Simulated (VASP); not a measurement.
# As (Cmce) in VASP: notebook

Aim: see how the results for As move with the level of theory and the settings. Levels: r2SCAN, PBEsol. Tasks: single point.

Everything below comes from runs of VASP 6.6.1. Logs are shortened: lines on timing, memory, paths and dates and some standing lists are left out, and cuts for length are marked.

## 1. The cell of the first run

The structure is orthorhombic, space group Cmce (No. 64). Conventional cell: a = 3.722 Å, b = 11.216 Å, c = 4.558 Å, α = 90.00°, β = 90.00°, γ = 90.00°. Within 3.4 Å of As (site symmetry m) lie 5 As at 2.53 to 3.38 Å.

## 2. Single point, r2SCAN

POSCAR

```
As
1.0
    1.8607934009     -5.6078705233      0.0000000000
    1.8607934009      5.6078705233      0.0000000000
    0.0000000000      0.0000000000      4.5576693162
As
4
Direct
    0.3900000000      0.6100000000      0.5600000000
    0.8900000000      0.1100000000      0.9400000000
    0.6100000000      0.3900000000      0.4400000000
    0.1100000000      0.8900000000      0.0600000000
```

INCAR.step1

```
SYSTEM = As
PREC     = Accurate       ! precision mode
ENCUT    = 520            ! plane-wave cutoff, eV
ISMEAR   = -1             ! smearing method
SIGMA    = 0.05           ! smearing width, eV
LREAL    = .False.        ! projectors in reciprocal space
LASPH    = .True.         ! aspherical terms in the spheres
NELM     = 60             ! most SCF steps
NBANDS   = 18             ! bands
GGA      = PE             ! functional
ALGO     = Normal         ! electronic algorithm
EDIFF    = 1E-4           ! SCF threshold, eV
LWAVE    = .True.         ! write WAVECAR
LCHARG   = .False.        ! write CHGCAR
```

INCAR.step2

```
SYSTEM = As
PREC     = Accurate       ! precision mode
ENCUT    = 520            ! plane-wave cutoff, eV
EDIFF    = 1E-7           ! SCF threshold, eV
ISMEAR   = -1             ! smearing method
SIGMA    = 0.05           ! smearing width, eV
LREAL    = .False.        ! projectors in reciprocal space
LASPH    = .True.         ! aspherical terms in the spheres
NELM     = 60             ! most SCF steps
ALGO     = Normal         ! electronic algorithm
ISIF     = 2              ! what is computed and relaxed
LWAVE    = .False.        ! write WAVECAR
LCHARG   = .False.        ! write CHGCAR
METAGGA  = R2SCAN         ! meta-GGA
LMIXTAU  = .True.       
NBANDS   = 18             ! bands
ISTART   = 1
```

KPOINTS

```
Automatic mesh
0
Gamma
  8 8 6
  0 0 0
```

Potentials or basis: VASP PAW PBE potentials, release 64 (As).

Launch:

```sh
$ cat potpaw_PBE.64/As/POTCAR > POTCAR
$ cp INCAR.step1 INCAR
$ mpirun -np 1 vasp_std > vasp.out
$ cp INCAR.step2 INCAR
$ mpirun -np 1 vasp_std > vasp.out
```

OUTCAR:

```text
SYSTEM = As
   PREC = Accurate
   ENCUT = 520
   EDIFF = 1E-7
   ISMEAR = -1
   LREAL = .False.
   LASPH = .True.
   NELM = 60
   ISIF = 2
   METAGGA = R2SCAN
   ISTART = 1

 ion  position               nearest neighbor table
   1  0.390  0.610  0.560-   3 2.53   2 2.54   2 2.54
   2  0.890  0.110  0.940-   4 2.53   1 2.54   1 2.54
   3  0.610  0.390  0.440-   1 2.53   4 2.54   4 2.54
   4  0.110  0.890  0.060-   2 2.53   3 2.54   3 2.54

  LATTYP: Found a base centered orthorhombic cell.
 ALAT       =     3.7215868018
 B/A-ratio  =     3.0136986302
 C/A-ratio  =     1.2246575343

  Lattice vectors:

 A1 = (   1.8607934009,  -5.6078705233,   0.0000000000)
 A2 = (   1.8607934009,   5.6078705233,   0.0000000000)
 A3 = (   0.0000000000,   0.0000000000,   4.5576693162)

Analysis of symmetry for initial positions (statically):
=====================================================================
 Subroutine PRICEL returns:
 Original cell was already a primitive cell.

 Routine SETGRP: Setting up the symmetry group for a
 base centered orthorhombic supercell.

 Subroutine GETGRP returns: Found  8 space group operations
 (whereof  4 operations were pure point group operations)
 out of a pool of  8 trial point group operations.

The static configuration has the point symmetry C_2h.
 The point group associated with its full space group is D_2h.

Analysis of symmetry for dynamics (positions and initial velocities):
=====================================================================
 Subroutine PRICEL returns:
 Original cell was already a primitive cell.

 Routine SETGRP: Setting up the symmetry group for a
 base centered orthorhombic supercell.

 Subroutine GETGRP returns: Found  8 space group operations
 (whereof  4 operations were pure point group operations)
 out of a pool of  8 trial point group operations.

The dynamic configuration has the point symmetry C_2h.
 The point group associated with its full space group is D_2h.

 Subroutine INISYM returns: Found  8 space group operations
 (whereof  4 operations are pure point group operations),
 and found     1 'primitive' translations

----------------------------------------------------------------------------------------

                                     Primitive cell

  volume of cell :      95.1194

[... 90 lines left out ...]
   ENCUT  =  520.0 eV  38.22 Ry    6.18 a.u.  10.99 10.99  8.47*2*pi/ulx,y,z
   NELM   =     60;   NELMIN=  2; NELMDL=  0     # of ELM steps
   EDIFF  = 0.1E-06   stopping-criterion for ELM
   LREAL  =      F    real-space projection
   EDIFFG = 0.1E-05   stopping-criterion for IOM
   NSW    =      0    number of steps for IOM
   IBRION =     -1    ionic relax: 0-MD 1-quasi-New 2-CG
   NFREE  =      0    steps in history (QN), initial steepest desc. (CG)
   ISIF   =      2    stress and relaxation
   ISYM   =      2    0-nonsym 1-usesym 2-fastsym
   POTIM  = 0.5000    time-step for ionic-motion
   TEBEG  =    0.0;   TEEND  =   0.0 temperature during run
   PSTRESS=    0.0 pullay stress
   NELECT =      20.0000    total number of electrons
   NUPDOWN=      -1.0000    fix difference up-down
   EMIN   =  10.00;   EMAX   =-10.00  energy-range for DOS
   EFERMI =   0.00;   METHOD = LEGACY
   ISMEAR =    -1;   SIGMA  =   0.05  broadening in eV -4-tet -1-fermi 0-gaus
   EFERMI_NEDOS =   21; number of points for ismear=-14 and -15
   IALGO  =     38    algorithm
   IMIX   =      4    mixing-type and parameters
     AMIX     =   0.40;   BMIX     =  1.00
     AMIX_MAG =   1.60;   BMIX_MAG =  1.00
  volume/ion in A,a.u.               =      23.78       160.47
  Fermi-wavevector in a.u.,A,eV,Ry     =   0.973483  1.839617 12.893830  0.947670
  Thomas-Fermi vector in A             =   2.103866
   LORBIT       =      0    0 simple, 1 ext, 2 COOP (PROOUT), +10 PAW based schemes
   METAGGA = R2SCAN    functional components
   LHFCALC =     F    Hartree Fock is set to
   AEXX    =    0.0000 exact exchange contribution
   IVDW    =     0    specifies the selected vdW correction
   LEPSILON=     F    determine dielectric tensor
   LRPA    =     F    only Hartree local field effects (RPA)
 non-spin polarized calculation
  energy-cutoff  :      520.00
  volume of cell :       95.12
 maximum number of plane-waves:      2590
 NGX is ok and might be reduce to    48
   NGX = 21   NGY = 21   NGZ = 17

 number of electron      19.9999998 magnetization

 Free energy of the ion-electron system (eV)
  ---------------------------------------------------
  ext. energy  EPLUGINS =         0.00000000
  ---------------------------------------------------
  free energy    TOTEN  =       -58.72894076 eV

  energy without entropy =      -58.72817926  energy(sigma->0) =      -58.72856001

 E-fermi :   4.0457     XC(G=0):  -9.8810

 val. band max:        3.9357753266   @ k =   0.5000   0.5000   0.0000
 cond. band min:       4.0635593448   @ k =   0.5000   0.5000   0.0000
 fundamental gap:      0.1277840182
 Fermi energy:         4.0456561121

 k-point     1 :       0.0000    0.0000    0.0000
  band No.  band energies     occupation
      1     -10.8749      2.00000
      2      -8.2006      2.00000
      3      -5.6327      2.00000
      4      -2.3674      2.00000
      5      -1.8266      2.00000
      6      -0.1064      2.00000
[... 481 lines left out ...]
      5      -1.0316      2.00000
      6      -0.5708      2.00000
[... 10 lines left out ...]
     17      10.7427      0.00000
     18      11.9412      0.00000

 [... further k-points ...]

------------------------ aborting loop because EDIFF is reached ----------------------------------------

  FORCE on cell =-STRESS in cart. coord.  units (eV):
  Direction    XX          YY          ZZ          XY          YZ          ZX
  --------------------------------------------------------------------------------------
  -------------------------------------------------------------------------------------
  Total       -1.2473036     -1.5705806     -1.5919258      0.0000000     -0.0000000      0.0000000
  in kB      -21.0094080    -26.4546412    -26.8141758      0.0000000     -0.0000000      0.0000000
  external PRESSURE =     -24.7594084 kB  Pullay stress =       0.0000000 kB

 VOLUME and BASIS-vectors are now :
 -----------------------------------------------------------------------------
  energy-cutoff  :      520.00
  volume of cell :       95.12
      direct lattice vectors                 reciprocal lattice vectors
     1.860793401 -5.607870523  0.000000000     0.268702587 -0.089160404  0.000000000
     1.860793401  5.607870523  0.000000000     0.268702587  0.089160404  0.000000000
     0.000000000  0.000000000  4.557669316     0.000000000  0.000000000  0.219410390

 POSITION                                       TOTAL-FORCE (eV/Angst)
 -----------------------------------------------------------------------------------
      1.86079      1.23373      2.55229         0.000000     -0.441899      0.582072
      1.86079     -4.37414      4.28421         0.000000     -0.441899     -0.582072
      1.86079     -1.23373      2.00537         0.000000      0.441899     -0.582072
      1.86079      4.37414      0.27346         0.000000      0.441899      0.582072
 -----------------------------------------------------------------------------------
    total drift:                               -0.000000      0.000000     -0.000000

  FREE ENERGIE OF THE ION-ELECTRON SYSTEM (eV)
  ---------------------------------------------------
  free  energy   TOTEN  =       -58.7289407586 eV

  energy  without entropy=      -58.7281792638  energy(sigma->0) =      -58.72856001
```

OSZICAR.step1:

```text
N       E                     dE             d eps       ncg     rms          rms(c)
DAV:   1     0.655395811133E+02    0.65540E+02   -0.77910E+03  3024   0.917E+02
DAV:   2    -0.139964238542E+02   -0.79536E+02   -0.76754E+02  4178   0.139E+02
DAV:   3    -0.185967426162E+02   -0.46003E+01   -0.45614E+01  3740   0.348E+01
DAV:   4    -0.186328379700E+02   -0.36095E-01   -0.36074E-01  3598   0.347E+00
DAV:   5    -0.186330087711E+02   -0.17080E-03   -0.17079E-03  3510   0.259E-01    0.438E+00
DAV:   6    -0.186040355635E+02    0.28973E-01   -0.12721E-02  3396   0.665E-01    0.262E+00
DAV:   7    -0.185875769012E+02    0.16459E-01   -0.29740E-02  3190   0.102E+00    0.131E-01
DAV:   8    -0.185877820946E+02   -0.20519E-03   -0.80965E-04  3312   0.157E-01    0.549E-02
DAV:   9    -0.185879001404E+02   -0.11805E-03   -0.19706E-04  2810   0.819E-02    0.160E-02
DAV:  10    -0.185878977961E+02    0.23443E-05   -0.11561E-05  1686   0.208E-02
   1 F= -.18587898E+02 E0= -.18587059E+02  d E =-.167730E-02
```

Wall time 9.8 min (1 thread of Intel Xeon 8259CL, shared host); peak memory 0.33 GiB.

Results:

- Free energy: -58.7289 eV
- Pressure: -2.5 GPa
- Largest force: 0.731 eV/Å

Forces in eV/Å, atoms in the order of the input:
```
As   0.000 -0.442  0.582
As   0.000 -0.442 -0.582
As   0.000  0.442 -0.582
As   0.000  0.442  0.582
```

Stress tensor (GPa, compression positive):
```
-2.10  0.00  0.00
 0.00 -2.65  0.00
 0.00  0.00 -2.68
```

Caveat: the PAW data sets were made with another functional, which shifts forces and pressure a little.

## 3. Single point, PBEsol, non-collinear spin, zero start, spin-orbit coupling

This run uses another cell than the first one, of 22.43 Å³/atom.

INCAR

```
PREC     = Accurate       # precision mode
ENCUT    = 520            # plane-wave cutoff, eV
EDIFF    = 1E-6           # SCF threshold, eV
ISMEAR   = -1             # smearing method
SIGMA    = 0.05           # smearing width, eV
LREAL    = F              # projectors in reciprocal space
LASPH    = T              # aspherical terms in the spheres
NELM     = 150            # most SCF steps
ALGO     = Normal         # electronic algorithm
ISIF     = 2              # what is computed and relaxed
LWAVE    = F              # write WAVECAR
LCHARG   = T              # write CHGCAR
MAGMOM   = 0 0 0 0 0 0 0 0 0 0 0 0 # initial moments
LORBIT   = 11             # projections on sites
LSORBIT  = T              # spin-orbit coupling
GGA_COMPAT= F            
LORBMOM  = T            
GGA      = PS             # functional
LVHAR    = T            
NBANDS   = 34             # bands
```

KPOINTS

```
Automatic mesh
0
Gamma
  8 8 6
```

POSCAR

```
As
1.0
    1.8250000000     -5.5000000000      0.0000000000
    1.8250000000      5.5000000000      0.0000000000
    0.0000000000      0.0000000000      4.4700000000
As
4
Direct
    0.3900000000      0.6100000000      0.5600000000
    0.8900000000      0.1100000000      0.9400000000
    0.6100000000      0.3900000000      0.4400000000
    0.1100000000      0.8900000000      0.0600000000
```

Potentials or basis: VASP PAW PBE potentials, release 64 (As).

Launch:

```sh
$ cat potpaw_PBE.64/As/POTCAR > POTCAR
$ mpirun -np 1 vasp_ncl > vasp.out
```

Run time: 11 min. Hardware: 1 thread of Oxide Virtual Turin-like, shared host; peak memory 0.74 GiB.

It converged, with:

```
Free energy                                           : -20.2881 eV
Pressure                                              : 0.1 GPa
Largest force                                         : 0.123 eV/Å
Net moment                                            : 0.00 μB per cell
Valence electrons inside the program's atomic spheres : As 2.71
```

Forces in eV/Å, atoms in the order of the input:
```
As   0.000  0.114  0.045
As   0.000  0.114 -0.045
As   0.000 -0.114 -0.045
As   0.000 -0.114  0.045
```

Stress tensor (GPa, compression positive):
```
 0.95  0.00  0.00
 0.00  0.25  0.00
 0.00  0.00 -0.77
```

Moments on the atoms (μB; x, y, z):
```
As  0.00 0.00 0.00
As  0.00 0.00 0.00
As  0.00 0.00 0.00
As  0.00 0.00 0.00
```

Caveat: the PAW data sets were made with another functional, which shifts forces and pressure a little.
